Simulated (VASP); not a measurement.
Here is a VASP 6.6.1 calculation.

The input INCAR:

```
PREC = Accurate
ENCUT = 600
EDIFF = 1E-6
ISMEAR = -1
SIGMA = 0.15
LREAL = F
LASPH = T
NELM = 80
ALGO = Normal
ISIF = 3
LWAVE = F
LCHARG = F
GGA = CA
IBRION = 2
NSW = 80
EDIFFG = -0.001
```

File KPOINTS:

```
regular mesh
0
Gamma
  16 16 16
```

Contents of POSCAR:

```
TiC
1.0
    0.0000000000      2.1303899794      2.1303899794
    2.1303899794      0.0000000000      2.1303899794
    2.1303899794      2.1303899794      0.0000000000
Ti C
1 1
Direct
    0.0000000000      0.0000000000      0.0000000000
    0.5000000000      0.5000000000      0.5000000000
```

Potentials or basis: VASP PAW LDA potentials, release 64 (Ti_sv, C).

Command:

```sh
$ cat potpaw_LDA.64/Ti_sv/POTCAR potpaw_LDA.64/C/POTCAR > POTCAR
$ mpirun -np 1 vasp_std > vasp.out
```

(1) Estimate the relaxed cell.

(2) Predict the relaxed volume.

## Answers

(1) a = 3.015 Å, b = 3.015 Å, c = 3.015 Å, α = 60.00°, β = 60.00°, γ = 60.00°.

(2) 9.69 Å³/atom.
